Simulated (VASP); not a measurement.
A run of VASP 6.6.1:

The input INCAR:

```
SYSTEM = Te2Mo
ALGO     = Normal         ! electronic algorithm
DIPOL    = 0.5 0.5 0.402
EDIFF    = 1E-6           ! SCF threshold, eV
ENCUT    = 520            ! plane-wave cutoff, eV
GGA      = PE             ! functional
IDIPOL   = 3            
ISIF     = 2              ! what is computed and relaxed
ISMEAR   = 0              ! smearing method
IVDW     = 12             ! dispersion correction
LASPH    = .True.         ! aspherical terms in the spheres
LCHARG   = .False.        ! write CHGCAR
LDIPOL   = .True.       
LREAL    = .False.        ! projectors in reciprocal space
LWAVE    = .False.        ! write WAVECAR
NBANDS   = 35             ! bands
NELM     = 100            ! most SCF steps
PREC     = Accurate       ! precision mode
SIGMA    = 0.05           ! smearing width, eV
```

The input KPOINTS:

```
k-points
0
Gamma
  9 9 1
  0 0 0
```

The input POSCAR:

```
Te2Mo
1.0
    3.5038816881      0.0000000000      0.0000000000
   -1.7519408440      3.0344505538      0.0000000000
    0.0000000000      0.0000000000     24.7677198395
Te Mo
4 2
Direct
    0.3333333333      0.6666666667      0.1816881017
    0.3333333333      0.6666666667      0.3284056818
    0.8333333333      0.6666666667      0.4757749198
    0.8333333333      0.6666666667      0.6224924999
    0.6666666667      0.3333333333      0.2550468917
    1.1666666667      0.3333333333      0.5491337098
```

Potentials or basis: VASP PAW PBE potentials, release 64 (Te, Mo_sv).

Command:

```bash
$ cat potpaw_PBE.64/Te/POTCAR potpaw_PBE.64/Mo_sv/POTCAR > POTCAR
$ mpirun -np 1 vasp_std > vasp.out
```

Hardware: 1 thread of Intel Xeon 8259CL (shared host).

Q: How long does it take, and how much memory?

A: It took 12 min on 1 thread of Intel Xeon 8259CL, on a shared host, peak memory 0.51 GiB. Counts: scf iterations 23, k points 25.
